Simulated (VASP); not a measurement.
Write the native input for VASP 6.6.1 that does the following.

- Task: single point
- Functional: r2SCAN
- Potentials or basis: VASP PAW PBE potentials, release 64 (Cd, Te)
- Cutoff: 520 eV
- k mesh: 6 × 6 × 6
- Occupations: gaussian, width 0.01 eV
- Spin: no spin polarisation
- Dipole correction: no
- Further INCAR settings: ALGO = Normal; EDIFF = 1e-07; NBANDS = 16

The system is CdTe.

```xyz
2
Lattice="3.3434 3.3434 0.0000 -3.3434 3.3434 0.0000 0.0000 3.3434 3.1914" Properties=species:S:1:pos:R:3 pbc="T T T"
Cd    0.0000    0.0000    0.0000
Te    1.6717    5.0151    1.5957
```

This cell differs from its parent crystal: in-plane strain +0.02, then relaxed in part.

These files were run (other wordings do the same):

POSCAR

```
CdTe
1.0
    3.3434312938      3.3434312938      0.0000000000
   -3.3434312938      3.3434312938      0.0000000000
    0.0000000000      3.3434312938      3.1913514990
Cd Te
1 1
Direct
    0.0000000000      0.0000000000      0.0000000000
    0.7500000000      0.2500000000      0.5000000000
```

INCAR.step1

```
PREC = Accurate ; ENCUT = 520
ISMEAR = 0 ; SIGMA = 0.01
LREAL = False ; LASPH = True
NELM = 60 ; NBANDS = 16
GGA = PE ; ALGO = Normal
EDIFF = 1E-4 ; LWAVE = True
LCHARG = False
```

INCAR.step2

```
PREC = Accurate ; ENCUT = 520
EDIFF = 1E-7 ; ISMEAR = 0
SIGMA = 0.01 ; LREAL = False
LASPH = True ; NELM = 60
ALGO = Normal ; ISIF = 2
LWAVE = False ; LCHARG = False
METAGGA = R2SCAN ; LMIXTAU = True
NBANDS = 16 ; ISTART = 1
```

KPOINTS

```
regular mesh
0
Gamma
  6 6 6
```

Potentials or basis: VASP PAW PBE potentials, release 64 (Cd, Te).

Launch:

```console
$ cat potpaw_PBE.64/Cd/POTCAR potpaw_PBE.64/Te/POTCAR > POTCAR
$ cp INCAR.step1 INCAR
$ mpirun -np 1 vasp_std > vasp.out
$ cp INCAR.step2 INCAR
$ mpirun -np 1 vasp_std > vasp.out
```

Results of the run:

```json
{
 "Pressure": "-0.4 GPa",
 "Band gap on the k mesh": "1.02 eV"
}
```

Caveat: the cell differs from its parent crystal (in-plane strain +0.02, then relaxed in part); the PAW data sets were made with another functional, which shifts forces and pressure a little; spin-orbit coupling is left out, which moves the levels of the heavy elements.

Wall time 93 s on 1 thread of Intel(R) Xeon(R) 6975P-C (Granite Rapids), with other jobs on the host, peak memory 0.23 GiB.
